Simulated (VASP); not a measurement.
# CdS (P6_3/mmc) in VASP: single point with r2SCAN+rVV10

Aim: the single point of CdS with r2SCAN+rVV10.

Program: VASP 6.6.1. These are calculated values, not measurements. Logs are shortened: lines on timing, memory, paths and dates and some standing lists are left out, and cuts for length are marked.

## (1) The cell of the first run

The structure is hexagonal, space group P6_3/mmc (No. 194). The conventional cell has a = 3.821 Å, b = 3.821 Å, c = 6.425 Å, α = 90.00°, β = 90.00°, γ = 120.00°. Cd (site symmetry -3m) has 6 S at 2.73 Å and 2 Cd at 3.21 Å within 3.6 Å. S (site symmetry -6m2) has 6 Cd at 2.73 Å within 3.6 Å.

## (2) Single point, r2SCAN+rVV10

Input file POSCAR:

```
CdS
1.0
    3.8206670692      0.0000000000      0.0000000000
   -1.9103335346      3.3087947413      0.0000000000
    0.0000000000      0.0000000000      6.4249656633
Cd S
2 2
Direct
    0.0000000000      0.0000000000      0.0000000000
    0.0000000000      0.0000000000      0.5000000000
    0.3333333333      0.6666666667      0.2500000000
    0.6666666667      0.3333333333      0.7500000000
```

Input file INCAR.step1:

```
SYSTEM = CdS
PREC = Accurate
ENCUT = 550
ISMEAR = -1
SIGMA = 0.03
LREAL = .FALSE.
LASPH = .TRUE.
NELM = 120
NBANDS = 26
GGA = PE
ALGO = Normal
EDIFF = 1E-5
LWAVE = .TRUE.
LCHARG = .FALSE.
GGA_COMPAT = .FALSE.
```

Input file INCAR.step2:

```
SYSTEM = CdS
PREC = Accurate
ENCUT = 550
EDIFF = 1E-6
ISMEAR = -1
SIGMA = 0.03
LREAL = .FALSE.
LASPH = .TRUE.
NELM = 120
ALGO = Normal
ISIF = 2
LWAVE = .FALSE.
LCHARG = .TRUE.
METAGGA = R2SCAN
LMIXTAU = .TRUE.
LUSE_VDW = .TRUE.
IVDW_NL = 2
BPARAM = 11.95
CPARAM = 0.0093
LELF = .TRUE.
LVHAR = .TRUE.
NBANDS = 26
ISTART = 1
GGA_COMPAT = .FALSE.
```

Input file KPOINTS:

```
regular mesh
0
G
  12 12 4
  0 0 0
```

Potentials or basis: VASP PAW PBE potentials, release 64 (Cd, S).

Started as:

```sh
cat potpaw_PBE.64/Cd/POTCAR potpaw_PBE.64/S/POTCAR > POTCAR
cp INCAR.step1 INCAR
mpirun -np 1 vasp_std > vasp.out
cp INCAR.step2 INCAR
mpirun -np 1 vasp_std > vasp.out
```

OUTCAR:

```text
SYSTEM = CdS
   PREC = Accurate
   ENCUT = 550
   EDIFF = 1E-6
   ISMEAR = -1
   LREAL = .FALSE.
   LASPH = .TRUE.
   NELM = 120
   ISIF = 2
   METAGGA = R2SCAN
   IVDW_NL = 2
   BPARAM = 11.95
   ISTART = 1

 ion  position               nearest neighbor table
   1  0.000  0.000  0.000-   3 2.73   4 2.73   3 2.73   4 2.73   4 2.73   3 2.73   2 3.21   2 3.21

   2  0.000  0.000  0.500-   3 2.73   4 2.73   3 2.73   4 2.73   4 2.73   3 2.73   1 3.21   1 3.21

   3  0.333  0.667  0.250-   1 2.73   2 2.73   1 2.73   2 2.73   1 2.73   2 2.73
   4  0.667  0.333  0.750-   1 2.73   2 2.73   1 2.73   2 2.73   1 2.73   2 2.73

  LATTYP: Found a hexagonal cell.
 ALAT       =     3.8206670692
 C/A-ratio  =     1.6816345279

  Lattice vectors:

 A1 = (   3.8206670692,   0.0000000000,   0.0000000000)
 A2 = (  -1.9103335346,   3.3087947413,   0.0000000000)
 A3 = (   0.0000000000,   0.0000000000,   6.4249656633)

Analysis of symmetry for initial positions (statically):
=====================================================================
 Subroutine PRICEL returns:
 Original cell was already a primitive cell.

 Routine SETGRP: Setting up the symmetry group for a
 hexagonal supercell.

 Subroutine GETGRP returns: Found 24 space group operations
 (whereof 12 operations were pure point group operations)
 out of a pool of 24 trial point group operations.

The static configuration has the point symmetry D_3d.
 The point group associated with its full space group is D_6h.

Analysis of symmetry for dynamics (positions and initial velocities):
=====================================================================
 Subroutine PRICEL returns:
 Original cell was already a primitive cell.

 Routine SETGRP: Setting up the symmetry group for a
 hexagonal supercell.

 Subroutine GETGRP returns: Found 24 space group operations
 (whereof 12 operations were pure point group operations)
 out of a pool of 24 trial point group operations.

The dynamic configuration has the point symmetry D_3d.
 The point group associated with its full space group is D_6h.

 Subroutine INISYM returns: Found 24 space group operations
 (whereof 12 operations are pure point group operations),
 and found     1 'primitive' translations

----------------------------------------------------------------------------------------

                                     Primitive cell

  volume of cell :      81.2232

  direct lattice vectors                    reciprocal lattice vectors
     3.820667069  0.000000000  0.000000000     0.261734399  0.151112426  0.000000000
    -1.910333535  3.308794741  0.000000000     0.000000000  0.302224852  0.000000000
     0.000000000  0.000000000  6.424965663     0.000000000  0.000000000  0.155642855

  length of vectors
     3.820667069  3.820667069  6.424965663     0.302224852  0.302224852  0.155642855

  position of ions in fractional coordinates (direct lattice)
     0.000000000  0.000000000  0.000000000
     0.000000000  0.000000000  0.500000000
     0.333333333  0.666666667  0.250000000
     0.666666667  0.333333333  0.750000000

  ion indices of the primitive-cell ions
   primitive index   ion index
                 1           1
                 2           2
                 3           3
                 4           4

----------------------------------------------------------------------------------------

 KPOINTS: regular mesh

Automatic generation of k-mesh.
 Grid dimensions read from file:
 generate k-points for:   12   12    4

 Generating k-lattice:

  Cartesian coordinates                     Fractional coordinates (reciprocal lattice)
     0.021811200  0.012592702  0.000000000     0.083333333  0.000000000  0.000000000
     0.000000000  0.025185404  0.000000000     0.000000000  0.083333333  0.000000000
     0.000000000  0.000000000  0.038910714     0.000000000  0.000000000  0.250000000

  Length of vectors
     0.025185404  0.025185404  0.038910714

  Shift w.r.t. Gamma in fractional coordinates (k-lattice)
     0.000000000  0.000000000  0.000000000

 Subroutine IBZKPT returns following result:
 ===========================================

 Found     57 irreducible k-points:

 Following reciprocal coordinates:
            Coordinates               Weight
  0.000000  0.000000  0.000000      1.000000
  0.083333 -0.000000  0.000000      6.000000
  0.166667  0.000000  0.000000      6.000000
  0.250000 -0.000000  0.000000      6.000000
  0.333333  0.000000  0.000000      6.000000
  0.416667 -0.000000  0.000000      6.000000
[... 16 lines left out ...]
  0.250000 -0.000000  0.250000     12.000000
  0.333333  0.000000  0.250000     12.000000
 [... further k-points ...]
   k-points           NKPTS =     57   k-points in BZ     NKDIM =     57   number of bands    NBANDS=     26
   number of dos      NEDOS =    301   number of ions     NIONS =      4
   total plane-waves  NPLWV =  45000
   dimension x,y,z NGX =    30 NGY =   30 NGZ =   50
   dimension x,y,z NGXF=    60 NGYF=   60 NGZF=  100
   ions per type =               2   2
   NGX,Y,Z   is equivalent  to a cutoff of  13.05, 13.05, 12.94 a.u.
   NGXF,Y,Z  is equivalent  to a cutoff of  26.11, 26.11, 25.87 a.u.
 SYSTEM =  CdS
   PREC   = accura    normal or accurate (medium, high low for compatibility)
   ISTART =      1    job   : 0-new  1-cont  2-samecut
   ICHARG =      0    charge: 1-file 2-atom 10-const
   ISPIN  =      1    spin polarized calculation?
   LNONCOLLINEAR =      F non collinear calculations
   LSORBIT =      F    spin-orbit coupling
   LASPH  =      T    aspherical Exc in radial PAW
   ENCUT  =  550.0 eV  40.42 Ry    6.36 a.u.   7.31  7.31 12.29*2*pi/ulx,y,z
   NELM   =    120;   NELMIN=  2; NELMDL=  0     # of ELM steps
   EDIFF  = 0.1E-05   stopping-criterion for ELM
   LREAL  =      F    real-space projection
   EDIFFG = 0.1E-04   stopping-criterion for IOM
   NSW    =      0    number of steps for IOM
   IBRION =     -1    ionic relax: 0-MD 1-quasi-New 2-CG
   NFREE  =      0    steps in history (QN), initial steepest desc. (CG)
   ISIF   =      2    stress and relaxation
   ISYM   =      2    0-nonsym 1-usesym 2-fastsym
   POTIM  = 0.5000    time-step for ionic-motion
   TEBEG  =    0.0;   TEEND  =   0.0 temperature during run
   PSTRESS=    0.0 pullay stress
   NELECT =      36.0000    total number of electrons
   NUPDOWN=      -1.0000    fix difference up-down
   EMIN   =  10.00;   EMAX   =-10.00  energy-range for DOS
   EFERMI =   0.00;   METHOD = LEGACY
   ISMEAR =    -1;   SIGMA  =   0.03  broadening in eV -4-tet -1-fermi 0-gaus
   EFERMI_NEDOS =   21; number of points for ismear=-14 and -15
   IALGO  =     38    algorithm
   IMIX   =      4    mixing-type and parameters
     AMIX     =   0.40;   BMIX     =  1.00
     AMIX_MAG =   1.60;   BMIX_MAG =  1.00
  volume/ion in A,a.u.               =      20.31       137.03
  Fermi-wavevector in a.u.,A,eV,Ry     =   1.248195  2.358746 21.197746  1.557990
  Thomas-Fermi vector in A             =   2.382293
   LORBIT       =      0    0 simple, 1 ext, 2 COOP (PROOUT), +10 PAW based schemes
   METAGGA = R2SCAN    functional components
   LHFCALC =     F    Hartree Fock is set to
   AEXX    =    0.0000 exact exchange contribution
   IVDW_NL    =     2    kernel type
   BPARAM     =11.9500
   IVDW    =     0    specifies the selected vdW correction
   LEPSILON=     F    determine dielectric tensor
   LRPA    =     F    only Hartree local field effects (RPA)
 non-spin polarized calculation
  energy-cutoff  :      550.00
  volume of cell :       81.22
 maximum number of plane-waves:      2411
 NGX is ok and might be reduce to    30
   NGX = 15   NGY = 15   NGZ = 25

 number of electron      35.9999998 magnetization

 Free energy of the ion-electron system (eV)
  ---------------------------------------------------
  ext. energy  EPLUGINS =         0.00000000
  ---------------------------------------------------
  free energy    TOTEN  =       -57.87006225 eV

  energy without entropy =      -57.87006225  energy(sigma->0) =      -57.87006225

 E-fermi :   3.4313     XC(G=0): -11.0240

 val. band max:        2.7896752436   @ k =   0.0000   0.0000   0.0000
 cond. band min:       4.0683311798   @ k =   0.0000   0.0000   0.0000
 fundamental gap:      1.2786559362
 Fermi energy:         3.4312896528

 k-point     1 :       0.0000    0.0000    0.0000
  band No.  band energies     occupation
      1     -10.6349      2.00000
      2      -9.5218      2.00000
      3      -5.5662      2.00000
      4      -5.5352      2.00000
      5      -5.5352      2.00000
      6      -5.2114      2.00000
[... 18 lines left out ...]
     25      12.6293      0.00000
     26      12.6293      0.00000

 k-point     2 :       0.0833   -0.0000    0.0000
  band No.  band energies     occupation
      1     -10.5779      2.00000
      2      -9.5267      2.00000
      3      -5.5624      2.00000
      4      -5.5303      2.00000
      5      -5.4741      2.00000
      6      -5.1909      2.00000
[... 18 lines left out ...]
     25      12.1863      0.00000
     26      12.3589      0.00000

 k-point     3 :       0.1667    0.0000    0.0000
  band No.  band energies     occupation
      1     -10.4154      2.00000
      2      -9.5389      2.00000
      3      -5.5548      2.00000
      4      -5.5232      2.00000
      5      -5.3012      2.00000
      6      -5.2426      2.00000
[... 18 lines left out ...]
     25      11.2607      0.00000
     26      11.7726      0.00000

 k-point     4 :       0.2500   -0.0000    0.0000
  band No.  band energies     occupation
      1     -10.1756      2.00000
      2      -9.5506      2.00000
      3      -5.5518      2.00000
      4      -5.5271      2.00000
      5      -5.3256      2.00000
      6      -5.2666      2.00000
[... 18 lines left out ...]
     25      11.1672      0.00000
     26      12.0189      0.00000
[... 496 lines left out ...]
      1     -10.3030      2.00000
      2      -9.6865      2.00000
      3      -5.4696      2.00000
      4      -5.4581      2.00000
      5      -5.3526      2.00000
      6      -5.2734      2.00000
[... 18 lines left out ...]
     25      11.2401      0.00000
     26      11.5528      0.00000

 k-point    23 :       0.2500   -0.0000    0.2500
  band No.  band energies     occupation
      1     -10.0889      2.00000
      2      -9.6468      2.00000
      3      -5.4621      2.00000
      4      -5.4581      2.00000
      5      -5.3507      2.00000
      6      -5.2469      2.00000
[... 18 lines left out ...]
     25      11.3235      0.00000
     26      11.8899      0.00000

 k-point    24 :       0.3333    0.0000    0.2500
  band No.  band energies     occupation
      1      -9.8634      2.00000
      2      -9.5975      2.00000
      3      -5.4766      2.00000
      4      -5.4699      2.00000
      5      -5.3834      2.00000
      6      -5.2751      2.00000
[... 18 lines left out ...]
     25      11.6915      0.00000
     26      12.7594      0.00000

 [... further k-points ...]

------------------------ aborting loop because EDIFF is reached ----------------------------------------

  FORCE on cell =-STRESS in cart. coord.  units (eV):
  Direction    XX          YY          ZZ          XY          YZ          ZX
  --------------------------------------------------------------------------------------
  -------------------------------------------------------------------------------------
  Total        0.2858434      0.2858434      0.3085096      0.0000000     -0.0000000      0.0000000
  in kB        5.6384392      5.6384392      6.0855440      0.0000000     -0.0000000      0.0000000
  external PRESSURE =       5.7874742 kB  Pullay stress =       0.0000000 kB

 VOLUME and BASIS-vectors are now :
 -----------------------------------------------------------------------------
  energy-cutoff  :      550.00
  volume of cell :       81.22
      direct lattice vectors                 reciprocal lattice vectors
     3.820667069  0.000000000  0.000000000     0.261734399  0.151112426  0.000000000
    -1.910333535  3.308794741  0.000000000     0.000000000  0.302224852  0.000000000
     0.000000000  0.000000000  6.424965663     0.000000000  0.000000000  0.155642855

 POSITION                                       TOTAL-FORCE (eV/Angst)
 -----------------------------------------------------------------------------------
      0.00000      0.00000      0.00000        -0.000000      0.000000      0.000000
      0.00000      0.00000      3.21248        -0.000000      0.000000      0.000000
     -0.00000      2.20586      1.60624        -0.000000      0.000000      0.000000
      1.91033      1.10293      4.81872         0.000000      0.000000     -0.000000
 -----------------------------------------------------------------------------------
    total drift:                               -0.000000      0.000000      0.000000

  FREE ENERGIE OF THE ION-ELECTRON SYSTEM (eV)
  ---------------------------------------------------
  free  energy   TOTEN  =       -57.8700622503 eV

  energy  without entropy=      -57.8700622503  energy(sigma->0) =      -57.87006225
```

Run time: 10 min. Hardware: 1 thread of Intel Xeon Platinum 8375C at 2.90GHz (Ice Lake), shared host; peak memory 0.45 GiB.

Results:

```
Free energy            : -57.8701 eV
Pressure               : 0.6 GPa
Band gap on the k mesh : 1.28 eV
```

Caveat: the PAW data sets were made with another functional, which shifts forces and pressure a little.
